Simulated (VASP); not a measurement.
A run of VASP 6.6.1:

File INCAR:

```
PREC     = Accurate       # precision mode
ENCUT    = 600            # plane-wave cutoff, eV
EDIFF    = 1E-6           # SCF threshold, eV
ISMEAR   = 0              # smearing method
SIGMA    = 0.1            # smearing width, eV
LREAL    = F              # projectors in reciprocal space
LASPH    = T              # aspherical terms in the spheres
NELM     = 100            # most SCF steps
ALGO     = Normal         # electronic algorithm
ISIF     = 3              # what is computed and relaxed
LWAVE    = F              # write WAVECAR
LCHARG   = F              # write CHGCAR
GGA      = PS             # functional
IBRION   = 2              # ionic algorithm
NSW      = 100            # ionic steps
EDIFFG   = -0.005         # ionic threshold
```

Contents of KPOINTS:

```
regular mesh
0
Gamma
  18 18 18
```

File POSCAR:

```
Pd
1.0
    0.0000000000      1.9449000000      1.9449000000
    1.9449000000      0.0000000000      1.9449000000
    1.9449000000      1.9449000000      0.0000000000
Pd
1
Direct
    0.0000000000      0.0000000000      0.0000000000
```

Potentials or basis: VASP PAW PBE potentials, release 64 (Pd).

Run with:

```sh
$ cat potpaw_PBE.64/Pd/POTCAR > POTCAR
$ mpirun -np 1 vasp_std > vasp.out
```

Hardware: 1 thread of AMD EPYC 7R43 64-Core Processor (Zen 3) (shared host).

Question: Estimate the wall time of this run.

Answer: Wall time 110 s on 1 thread of AMD EPYC 7R43 64-Core Processor (Zen 3), with other jobs on the host, peak memory 0.14 GiB. Counts: scf iterations 24, k points 195, ion steps 3.
